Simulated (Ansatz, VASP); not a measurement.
# AlN in VASP and in Ansatz

```
CELL_PARAMETERS angstrom
3.11100 0.00000 0.00000
-1.55550 2.69421 0.00000
0.00000 0.00000 4.95111
ATOMIC_POSITIONS crystal
Al 0.33333 0.66667 0.99955
Al 0.66667 0.33333 0.49955
N 0.33333 0.66667 0.38245
N 0.66667 0.33333 0.88245
```

Alike in both runs: functional LDA; k mesh 8 × 8 × 5; occupations gaussian, width 0.05 eV; no spin polarisation.

Ansatz relaxed the structure, and its values are those at the end. VASP's run is a single point on that final structure, the one shown.

|  | VASP | Ansatz |
| --- | --- | --- |
| version | VASP 6.6.1 | Ansatz 0.2.0 |
| potentials or method | VASP PAW LDA potentials, release 64 (Al, N) | scalar-relativistic, plane waves, PAW |
| plane-wave cutoff (eV) | 520 | 420 |
| valence electrons in the cell | 16 | 16 |

|  | VASP | Ansatz | Ansatz less VASP |
| --- | --- | --- | --- |
| pressure (GPa) | -2.8 | -3.3 | -0.55 |

LDA's correlation is that of Perdew and Zunger in VASP and of Perdew and Wang (1992) in Ansatz. Ansatz's warnings: stress scf threshold loose.
